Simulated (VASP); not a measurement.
# MnAs (P6_3/mmc) in VASP: notebook, part 2 of 2

VASP 6.6.1. The steps go on from the part before.

## 3. Relaxation of cell and atoms, PBE, collinear spin, ferromagnetic start

Contents of INCAR:

```
SYSTEM = MnAs
  ALGO = Normal
  EDIFF = 1E-6
  EDIFFG = -0.01
  ENCUT = 600
  GGA = PE
  IBRION = 2
  ISIF = 3
  ISMEAR = -1
  ISPIN = 2
  LASPH = .True.
  LCHARG = .False.
  LMAXMIX = 4
  LORBIT = 11
  LREAL = .False.
  LWAVE = .False.
  MAGMOM = 0 0 4 4
  NELM = 150
  NSW = 60
  PREC = Accurate
  SIGMA = 0.05
```

Contents of KPOINTS:

```
k-points
0
Gamma
  8 8 5
  0 0 0
```

Contents of POSCAR:

```
MnAs
1.0
    3.7100000000      0.0000000000      0.0000000000
   -1.8550000000      3.2129542480      0.0000000000
    0.0000000000      0.0000000000      5.6910000000
As Mn
2 2
Direct
    0.6666666667      0.3333333333      0.7500000000
    0.3333333333      0.6666666667      0.2500000000
    0.0000000000      0.0000000000      0.5000000000
    0.0000000000      0.0000000000      0.0000000000
```

Potentials or basis: VASP PAW PBE potentials, release 64 (As, Mn_pv).

Run with:

```sh
cat potpaw_PBE.64/As/POTCAR potpaw_PBE.64/Mn_pv/POTCAR > POTCAR
mpirun -np 1 vasp_std > vasp.out
```

OUTCAR:

```text
SYSTEM = MnAs
   EDIFF = 1E-6
   EDIFFG = -0.01
   ENCUT = 600
   GGA = PE
   IBRION = 2
   ISIF = 3
   ISMEAR = -1
   ISPIN = 2
   LASPH = .True.
   LORBIT = 11
   LREAL = .False.
   NELM = 150
   NSW = 60
   PREC = Accurate

 ion  position               nearest neighbor table
   1  0.667  0.333  0.750-   3 2.57   4 2.57   3 2.57   4 2.57   3 2.57   4 2.57
   2  0.333  0.667  0.250-   3 2.57   4 2.57   3 2.57   4 2.57   3 2.57   4 2.57
   3  0.000  0.000  0.500-   1 2.57   2 2.57   2 2.57   1 2.57   1 2.57   2 2.57   4 2.85   4 2.85

   4  0.000  0.000  0.000-   1 2.57   2 2.57   2 2.57   1 2.57   1 2.57   2 2.57   3 2.85   3 2.85

  LATTYP: Found a hexagonal cell.
 ALAT       =     3.7100000000
 C/A-ratio  =     1.5339622642

  Lattice vectors:

 A1 = (   3.7100000000,   0.0000000000,   0.0000000000)
 A2 = (  -1.8550000000,   3.2129542480,   0.0000000000)
 A3 = (   0.0000000000,   0.0000000000,   5.6910000000)

Analysis of symmetry for initial positions (statically):
=====================================================================
 Subroutine PRICEL returns:
 Original cell was already a primitive cell.

 Routine SETGRP: Setting up the symmetry group for a
 hexagonal supercell.

 Subroutine GETGRP returns: Found 24 space group operations
 (whereof 12 operations were pure point group operations)
 out of a pool of 24 trial point group operations.

The static configuration has the point symmetry D_3d.
 The point group associated with its full space group is D_6h.

Analysis of symmetry for dynamics (positions and initial velocities):
=====================================================================
 Subroutine PRICEL returns:
 Original cell was already a primitive cell.

 Routine SETGRP: Setting up the symmetry group for a
 hexagonal supercell.

 Subroutine GETGRP returns: Found 24 space group operations
 (whereof 12 operations were pure point group operations)
 out of a pool of 24 trial point group operations.

The dynamic configuration has the point symmetry D_3d.
 The point group associated with its full space group is D_6h.
[... 155 lines left out ...]
   NGX = 15   NGY = 15   NGZ = 23

--------------------------------------- Ionic step        1  -------------------------------------------

 number of electron      36.0000004 magnetization       6.2652949

 Free energy of the ion-electron system (eV)
  ---------------------------------------------------
  ext. energy  EPLUGINS =         0.00000000
  ---------------------------------------------------
  free energy    TOTEN  =       -28.22857732 eV

  energy without entropy =      -28.20672938  energy(sigma->0) =      -28.21765335

------------------------ aborting loop because EDIFF is reached ----------------------------------------

  FORCE on cell =-STRESS in cart. coord.  units (eV):
  Direction    XX          YY          ZZ          XY          YZ          ZX
  --------------------------------------------------------------------------------------
  -------------------------------------------------------------------------------------
  Total       -1.0768533     -1.0768533     -2.1904679      0.0000000      0.0000000      0.0000000
  in kB      -25.4331460    -25.4331460    -51.7345213      0.0000000      0.0000000      0.0000000
  external PRESSURE =     -34.2002711 kB  Pullay stress =       0.0000000 kB
[... 177 lines left out ...]
--------------------------------------- Ionic step        6  -------------------------------------------

 number of electron      35.9999999 magnetization       5.5941930

 Free energy of the ion-electron system (eV)
  ---------------------------------------------------
  ext. energy  EPLUGINS =         0.00000000
  ---------------------------------------------------
  free energy    TOTEN  =       -28.28328800 eV

  energy without entropy =      -28.25959678  energy(sigma->0) =      -28.27144239

 E-fermi :   7.5181     XC(G=0): -11.4936

 val. band max:        7.5161799653   @ k =   0.0000   0.0000   0.4000
 cond. band min:       7.5275795442   @ k =   0.3750   0.2500   0.4000
 fundamental gap:      0.0113995789
 Fermi energy:         7.5181218988

 spin component 1

 k-point     1 :       0.0000    0.0000    0.0000
  band No.  band energies     occupation
      1     -42.2353      1.00000
      2     -42.2353      1.00000
      3     -42.2212      1.00000
      4     -42.2212      1.00000
      5     -42.0538      1.00000
      6     -41.9130      1.00000
[... 685 lines left out ...]
     25      11.7855      0.00000
     26      12.6354      0.00000

 [... further k-points ...]

 spin component 2

 k-point     1 :       0.0000    0.0000    0.0000
  band No.  band energies     occupation
      1     -39.1719      1.00000
      2     -39.1477      1.00000
      3     -39.1477      1.00000
      4     -39.1310      1.00000
      5     -39.1310      1.00000
      6     -39.0107      1.00000
[... 718 lines left out ...]
  FREE ENERGIE OF THE ION-ELECTRON SYSTEM (eV)
  ---------------------------------------------------
  free  energy   TOTEN  =       -28.2832880018 eV

  energy  without entropy=      -28.2595967767  energy(sigma->0) =      -28.27144239

 reached required accuracy - stopping structural energy minimisation

 total charge

# of ion       s       p       d       tot
------------------------------------------
    1        1.216   1.536   0.062   2.814
    2        1.216   1.536   0.062   2.814
    3        0.293   6.267   5.120  11.680
    4        0.293   6.267   5.120  11.680
--------------------------------------------------
tot          3.019  15.606  10.364  28.989

 magnetization (x)

# of ion       s       p       d       tot
------------------------------------------
    1        0.001  -0.125   0.007  -0.117
    2        0.001  -0.125   0.007  -0.117
    3        0.032   0.023   2.813   2.868
    4        0.032   0.023   2.813   2.868
--------------------------------------------------
tot          0.066  -0.203   5.640   5.503
```

It took 5.6 min on 1 thread of Intel Xeon 6975P-C (Granite Rapids), shared host; peak memory 0.3 GiB.

Results:

- Free energy: -28.2833 eV
- Relaxed volume: 15.88 Å³/atom
- Relaxed cell: a = 3.651 Å, b = 3.651 Å, c = 5.502 Å, α = 90.00°, β = 90.00°, γ = 120.00°
- Space group after relaxing (to 0.1 Å): P6_3/mmc (No. 194)
- Energy gained by relaxing: 13.7 meV/atom
- Ionic steps: 6
- Pressure after relaxing: 0.0 GPa
- Net moment: 5.59 μB per cell
- Site moments: As -0.12; Mn +2.87 μB
- Valence electrons inside the program's atomic spheres: As 2.81; Mn 11.68

The path:
| step | energy change (eV) | largest force (eV/Å) | pressure (GPa) | volume (Å³) |
| --- | --- | --- | --- | --- |
| 1 | 0.0000 | 0.0000 | -3.42 | 67.84 |
| 2 | -0.0519 | 0.0000 | -0.84 | 64.34 |
| 3 | -0.0538 | 0.0000 | 0.61 | 63.05 |
| 4 | -0.0547 | 0.0000 | -0.04 | 63.55 |
| 5 | -0.0547 | 0.0000 | 0.07 | 63.47 |
| 6 | -0.0547 | 0.0000 | -0.01 | 63.53 |

Final structure:
```
CELL_PARAMETERS angstrom
3.65148 0.00000 0.00000
-1.82574 3.16228 0.00000
0.00000 0.00000 5.50196
ATOMIC_POSITIONS crystal
As 0.66667 0.33333 0.75000
As 0.33333 0.66667 0.25000
Mn 0.00000 0.00000 0.50000
Mn 0.00000 0.00000 0.00000
```

Levels at points of the mesh, in eV from the Fermi level:
Spin up:
| k point | band 18 | band 19 | band 20 | band 21 | band 22 | band 23 | band 24 | band 25 |
| --- | --- | --- | --- | --- | --- | --- | --- | --- |
| (0.00, 0.00, 0.00) | -1.59 | -0.06 | 0.59 | 0.59 | 1.78 | 3.20 | 3.20 | 3.87 |
| (0.50, 0.00, 0.00) | -2.00 | -1.92 | -1.64 | -1.42 | -0.17 | 1.45 | 3.58 | 5.03 |
Spin down:
```tsv
k point	band 12	band 13	band 14	band 15	band 16	band 17	band 18	band 19
(0.00, 0.00, 0.00)	-1.44	-0.42	-0.42	-0.19	-0.19	0.56	0.56	1.20
(0.50, 0.00, 0.00)	-3.37	-3.01	-2.23	-1.64	0.52	0.59	0.65	0.67
```

Caveat: the run started ferromagnetic, and an antiferromagnetic order may lie lower in energy.

## 4. Relaxation of cell and atoms, revPBE, collinear spin, ferromagnetic start

Contents of INCAR:

```
SYSTEM = MnAs
PREC     = Accurate       ! precision mode
ENCUT    = 600            ! plane-wave cutoff, eV
EDIFF    = 1E-6           ! SCF threshold, eV
ISMEAR   = -1             ! smearing method
SIGMA    = 0.05           ! smearing width, eV
LREAL    = .FALSE.        ! projectors in reciprocal space
LASPH    = .TRUE.         ! aspherical terms in the spheres
NELM     = 150            ! most SCF steps
ALGO     = Normal         ! electronic algorithm
ISIF     = 3              ! what is computed and relaxed
LWAVE    = .FALSE.        ! write WAVECAR
LCHARG   = .FALSE.        ! write CHGCAR
ISPIN    = 2              ! spin polarisation
MAGMOM   = 0 0 4 4        ! initial moments
LORBIT   = 11             ! projections on sites
LMAXMIX  = 4              ! l up to which the mixer works
GGA      = RE             ! functional
IBRION   = 2              ! ionic algorithm
NSW      = 60             ! ionic steps
EDIFFG   = -0.01          ! ionic threshold
```

Contents of KPOINTS:

```
regular mesh
0
G
  8 8 5
  0 0 0
```

POSCAR is that of step 3.

Run with:

```sh
cat potpaw_PBE.64/As/POTCAR potpaw_PBE.64/Mn_pv/POTCAR > POTCAR
mpirun -np 1 vasp_std > vasp.out
```

Run time: 2.9 min. Hardware: 1 thread of AMD EPYC 9R45 (Zen 5), shared host; peak memory 0.27 GiB.

Results (log left out):

| Quantity | Value |
| --- | --- |
| Free energy | -26.9629 eV |
| Relaxed volume | 16.77 Å³/atom |
| Relaxed cell | a = 3.733 Å, b = 3.733 Å, c = 5.558 Å, α = 90.00°, β = 90.00°, γ = 120.00° |
| Space group after relaxing (to 0.1 Å) | P6_3/mmc (No. 194) |
| Energy gained by relaxing | 3.0 meV/atom |
| Ionic steps | 5 |
| Pressure after relaxing | 0.0 GPa |
| Net moment | 6.27 μB per cell |
| Site moments | As -0.13; Mn +3.20 μB |
| Valence electrons inside the program's atomic spheres | As 2.79; Mn 11.59 |

The path:
| step | energy change (eV) | largest force (eV/Å) | pressure (GPa) | volume (Å³) |
| --- | --- | --- | --- | --- |
| 1 | 0.0000 | 0.0000 | -0.77 | 67.84 |
| 2 | -0.0085 | 0.0000 | 0.03 | 67.03 |
| 3 | -0.0099 | 0.0000 | 0.57 | 66.55 |
| 4 | -0.0118 | 0.0000 | 0.18 | 66.96 |
| 5 | -0.0119 | 0.0000 | 0.03 | 67.09 |

Final structure:
```yaml
crystal:
  lattice:
    - [3.73325, 0.00000, 0.00000]
    - [-1.86663, 3.23309, 0.00000]
    - [0.00000, 0.00000, 5.55808]
  atoms:
    - { symbol: As, position: [0.66667, 0.33333, 0.75000] }
    - { symbol: As, position: [0.33333, 0.66667, 0.25000] }
    - { symbol: Mn, position: [0.00000, 0.00000, 0.50000] }
    - { symbol: Mn, position: [0.00000, 0.00000, 0.00000] }
```

Levels at points of the mesh, in eV from the Fermi level:
Spin up:
| k point | band 17 | band 18 | band 19 | band 20 | band 21 | band 22 | band 23 | band 24 | band 25 | band 26 |
| --- | --- | --- | --- | --- | --- | --- | --- | --- | --- | --- |
| (0.00, 0.00, 0.00) | -1.81 | -1.81 | -0.31 | 0.46 | 0.46 | 1.74 | 2.80 | 2.80 | 3.64 | 5.16 |
| (0.50, 0.00, 0.00) | -2.25 | -2.21 | -2.09 | -1.85 | -1.64 | -0.58 | 1.17 | 3.22 | 4.76 | 4.81 |
Spin down:
```csv
k point,band 12,band 13,band 14,band 15,band 16,band 17,band 18,band 19
"(0.00, 0.00, 0.00)",-1.22,-0.16,-0.16,0.04,0.04,0.41,0.41,1.41
"(0.50, 0.00, 0.00)",-3.10,-2.76,-2.22,-1.38,0.71,0.71,0.83,0.90
```

Caveat: the PAW data sets were made with another functional, which shifts forces and pressure a little; the run started ferromagnetic, and an antiferromagnetic order may lie lower in energy.

## 5. Relaxation of cell and atoms, RPBE, collinear spin, ferromagnetic start

Contents of INCAR:

```
PREC     = Accurate       # precision mode
ENCUT    = 600            # plane-wave cutoff, eV
EDIFF    = 1E-6           # SCF threshold, eV
ISMEAR   = -1             # smearing method
SIGMA    = 0.05           # smearing width, eV
LREAL    = F              # projectors in reciprocal space
LASPH    = T              # aspherical terms in the spheres
NELM     = 150            # most SCF steps
ALGO     = Normal         # electronic algorithm
ISIF     = 3              # what is computed and relaxed
LWAVE    = F              # write WAVECAR
LCHARG   = F              # write CHGCAR
ISPIN    = 2              # spin polarisation
MAGMOM   = 0 0 4 4        # initial moments
LORBIT   = 11             # projections on sites
LMAXMIX  = 4              # l up to which the mixer works
GGA      = RP             # functional
IBRION   = 2              # ionic algorithm
NSW      = 60             # ionic steps
EDIFFG   = -0.01          # ionic threshold
```

Contents of KPOINTS:

```
Automatic mesh
0
Gamma
  8 8 5
```

POSCAR is that of step 4.

Potentials or basis: VASP PAW PBE potentials, release 64 (As, Mn_pv).

Run with:

```sh
cat potpaw_PBE.64/As/POTCAR potpaw_PBE.64/Mn_pv/POTCAR > POTCAR
mpirun -np 1 vasp_std > vasp.out
```

OUTCAR:

```text
PREC = Accurate
   ENCUT = 600
   EDIFF = 1E-6
   ISMEAR = -1
   LREAL = F
   LASPH = T
   NELM = 150
   ISIF = 3
   ISPIN = 2
   LORBIT = 11
   GGA = RP
   IBRION = 2
   NSW = 60
   EDIFFG = -0.01

 ion  position               nearest neighbor table
   1  0.667  0.333  0.750-   3 2.57   4 2.57   3 2.57   4 2.57   3 2.57   4 2.57
   2  0.333  0.667  0.250-   3 2.57   4 2.57   3 2.57   4 2.57   3 2.57   4 2.57
   3  0.000  0.000  0.500-   1 2.57   2 2.57   2 2.57   1 2.57   1 2.57   2 2.57   4 2.85   4 2.85

   4  0.000  0.000  0.000-   1 2.57   2 2.57   2 2.57   1 2.57   1 2.57   2 2.57   3 2.85   3 2.85

  LATTYP: Found a hexagonal cell.
 ALAT       =     3.7100000000
 C/A-ratio  =     1.5339622642

  Lattice vectors:

 A1 = (   3.7100000000,   0.0000000000,   0.0000000000)
 A2 = (  -1.8550000000,   3.2129542480,   0.0000000000)
 A3 = (   0.0000000000,   0.0000000000,   5.6910000000)

Analysis of symmetry for initial positions (statically):
[... 443 lines left out ...]
  band No.  band energies     occupation
      1     -43.1925      1.00000
      2     -43.1925      1.00000
      3     -43.1811      1.00000
      4     -43.1811      1.00000
      5     -42.9707      1.00000
      6     -42.8546      1.00000
[... 685 lines left out ...]
     25      10.8780      0.00000
     26      11.7344      0.00000

 [... further k-points ...]

 spin component 2

 k-point     1 :       0.0000    0.0000    0.0000
  band No.  band energies     occupation
      1     -39.6508      1.00000
      2     -39.6508      1.00000
      3     -39.6465      1.00000
      4     -39.6371      1.00000
      5     -39.6371      1.00000
      6     -39.5110      1.00000
[... 718 lines left out ...]
  FREE ENERGIE OF THE ION-ELECTRON SYSTEM (eV)
  ---------------------------------------------------
  free  energy   TOTEN  =       -26.6973315743 eV

  energy  without entropy=      -26.6779908441  energy(sigma->0) =      -26.68766121

 reached required accuracy - stopping structural energy minimisation

 total charge

# of ion       s       p       d       tot
------------------------------------------
    1        1.223   1.509   0.049   2.781
    2        1.223   1.509   0.049   2.781
    3        0.279   6.241   5.042  11.562
    4        0.279   6.241   5.042  11.562
--------------------------------------------------
tot          3.005  15.500  10.181  28.686

 magnetization (x)

# of ion       s       p       d       tot
------------------------------------------
    1        0.009  -0.151   0.008  -0.134
    2        0.009  -0.151   0.008  -0.134
    3        0.036   0.027   3.192   3.255
    4        0.036   0.027   3.192   3.255
--------------------------------------------------
tot          0.091  -0.249   6.401   6.243
```

OSZICAR:

```text
N       E                     dE             d eps       ncg     rms          rms(c)
DAV:   1     0.364021513711E+03    0.36402E+03   -0.21663E+04  3168   0.167E+03
DAV:   2    -0.763872505522E+01   -0.37166E+03   -0.35823E+03  3144   0.440E+02
[... 62 lines left out ...]
DAV:   1    -0.266978424568E+02   -0.51878E-03   -0.62616E-03  3240   0.936E-01    0.219E-01
DAV:   2    -0.266978211937E+02    0.21263E-04   -0.46985E-03  3306   0.829E-01    0.256E-01
DAV:   3    -0.266973448133E+02    0.47638E-03   -0.10718E-03  3292   0.410E-01    0.331E-02
DAV:   4    -0.266973367555E+02    0.80577E-05   -0.71595E-05  3290   0.444E-02    0.236E-02
DAV:   5    -0.266973315485E+02    0.52071E-05   -0.24220E-05  3418   0.447E-02    0.747E-03
DAV:   6    -0.266973315743E+02   -0.25806E-07   -0.74870E-07  1626   0.731E-03
   7 F= -.26697332E+02 E0= -.26687661E+02  d E =-.143519E-03  mag=     6.3729
```

CONTCAR:

```text
MnAs
   1.00000000000000
     3.7497859682596615    0.0000000000000000   -0.0000000000000000
    -1.8748929841298307    3.2474099072257352    0.0000000000000000
     0.0000000000000000   -0.0000000000000000    5.5865118748178508
  As              Mn
     2     2
Direct
     0.6666666667000030    0.3333333332999970    0.7500000000000000
     0.3333333332999970    0.6666666667000030    0.2500000000000000
     0.0000000000000000    0.0000000000000000    0.5000000000000000
     0.0000000000000000    0.0000000000000000    1.0000000000000000

  0.00000000E+00  0.00000000E+00  0.00000000E+00
  0.00000000E+00  0.00000000E+00  0.00000000E+00
  0.00000000E+00  0.00000000E+00  0.00000000E+00
  0.00000000E+00  0.00000000E+00  0.00000000E+00
```

Run time: 3.5 min. Hardware: 1 thread of AMD EPYC 9R45 (Zen 5), shared host; peak memory 0.26 GiB.

Results:

| Item | Value |
| --- | --- |
| Free energy | -26.6973 eV |
| Relaxed volume | 17.01 Å³/atom |
| Relaxed cell | a = 3.750 Å, b = 3.750 Å, c = 5.587 Å, α = 90.00°, β = 90.00°, γ = 120.00° |
| Space group after relaxing (to 0.1 Å) | P6_3/mmc (No. 194) |
| Energy gained by relaxing | 2.4 meV/atom |
| Ionic steps | 7 |
| Pressure after relaxing | 0.0 GPa |
| Net moment | 6.37 μB per cell |
| Site moments | As -0.13; Mn +3.25 μB |
| Valence electrons inside the program's atomic spheres | As 2.78; Mn 11.56 |

The path:
```
step  energy change (eV)  largest force (eV/Å)  pressure (GPa)  volume (Å³)
   1              0.0000                0.0000            0.17        67.84
   2             -0.0063                0.0000            0.00        68.01
   3             -0.0095                0.0000           -0.20        68.21
   4             -0.0095                0.0000           -0.20        68.23
   5             -0.0095                0.0000           -0.20        68.24
   6             -0.0096                0.0000            0.06        67.97
   7             -0.0096                0.0000           -0.01        68.03
```

Final structure:
```xyz
4
Lattice="3.7498 0.0000 0.0000 -1.8749 3.2474 0.0000 0.0000 0.0000 5.5865" Properties=species:S:1:pos:R:3 pbc="T T T"
As    1.8749    1.0825    4.1899
As    0.0000    2.1649    1.3966
Mn    0.0000    0.0000    2.7933
Mn    0.0000    0.0000    5.5865
```

Caveat: the PAW data sets were made with another functional, which shifts forces and pressure a little; the run started ferromagnetic, and an antiferromagnetic order may lie lower in energy.

## 6. Summary

| task | level | cell | cutoff (eV) | smearing | gap on the mesh (eV) | pressure (GPa) | moment (μB) | relaxed volume (Å³/atom) |
| --- | --- | --- | --- | --- | --- | --- | --- | --- |
| single point | PBE | as given | 520 | gaussian 0.011 eV | none | -3.2 | 6.29 | - |
| relaxation of cell and atoms | PBE | relaxed | 600 | fermi-dirac 0.05 eV | none | 0.0 | 5.59 | 15.88 |
| relaxation of cell and atoms | revPBE | relaxed | 600 | fermi-dirac 0.05 eV | none | 0.0 | 6.27 | 16.77 |
| relaxation of cell and atoms | RPBE | relaxed | 600 | fermi-dirac 0.05 eV | none | 0.0 | 6.37 | 17.01 |

Alike in all rows: potentials or basis VASP PAW PBE potentials, release 64 (As, Mn_pv); spin collinear, ferromagnetic start; k mesh 8 × 8 × 5.

Caveats: the run started ferromagnetic, and an antiferromagnetic order may lie lower in energy; the PAW data sets were made with another functional, which shifts forces and pressure a little (at least some runs); the cell stands under tension (at least some runs).

Total energies depend on the potentials used, so only differences within one code and one set of settings carry meaning.

The gap in the log of VASP goes by the Fermi energy; the results here count the filled bands.